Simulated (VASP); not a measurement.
Au: single point with PBE

Crystal: Au.

```xyz
2
Lattice="0.0000 3.3476 3.3476 3.3476 0.0000 3.3476 3.3476 3.3476 0.0000" Properties=species:S:1:pos:R:3 pbc="T T T"
Au   -0.8369   -0.8369   -0.8369
Au    0.8369    0.8369    0.8369
```

This isn't the form of Au at room conditions, which is fcc.

```json
{
  "Program": "VASP 6.6.1",
  "Task": "single point",
  "Functional": "PBE",
  "Potentials or basis": "VASP PAW PBE potentials, release 64 (Au)",
  "Cutoff": "520 eV",
  "k mesh": "13 × 13 × 13",
  "Occupations": "fermi-dirac, width 0.05 eV",
  "Spin": "no spin polarisation",
  "Dipole correction": "no",
  "Further INCAR settings": "ALGO = Normal; EDIFF = 1e-07; NBANDS = 18"
}
```

- Pressure: -6.4 GPa
- Band gap on the k mesh: zero (bands 11 and 12 overlap by 0.04 eV)

Levels at points of the mesh, in eV from the Fermi level:
```csv
k point,band 9,band 10,band 11,band 12,band 13,band 14
"(0.00, 0.00, 0.00)",-1.89,-1.34,-1.34,6.33,7.94,7.94
```

Run time: 46 s on 1 thread of AMD EPYC 9R45 96-Core Processor (Zen 5) (shared host), peak memory 0.23 GiB.

Caveat: the cell stands under tension; spin-orbit coupling is left out, which moves the levels of the heavy elements.
